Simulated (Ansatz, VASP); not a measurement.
# RbBr: VASP beside Ansatz

```
CELL_PARAMETERS angstrom
4.12608 0.00000 0.00000
0.00000 4.12608 0.00000
0.00000 0.00000 4.12608
ATOMIC_POSITIONS crystal
Rb 0.94859 0.94859 0.00000
Br 0.50000 0.50000 0.50000
```

Alike in both runs: task single point; functional PBEsol; k mesh 6 × 6 × 6; occupations gaussian, width 0.05 eV; no spin polarisation.

|  | VASP | Ansatz |
| --- | --- | --- |
| version | VASP 6.6.1 | Ansatz 0.2.0 |
| potentials or method | VASP PAW PBE potentials, release 64 (Rb_sv, Br), cutoff 520 eV | scalar-relativistic, plane waves, PAW |
| valence electrons in the cell | 16 | 16 |

|  | VASP | Ansatz | Ansatz less VASP |
| --- | --- | --- | --- |
| gap on the k mesh at the Fermi level (eV) | 3.95 | 3.95 | +0.001 |
| least direct gap on the mesh (eV) | 4.08 | 4.08 | 0.000 |
| pressure (GPa) | -0.1 | -0.2 | -0.05 |
| traceless stress, the component that is largest in VASP (GPa) | 0.44 | 0.44 | -0.007 |
| rms of the force components (eV/Å) | 0.139 | 0.137 | -0.0026 |

VASP's potentials were made for PBE, not for PBEsol. Atom by atom the forces differ by 0.003 eV/Å (rms over components).
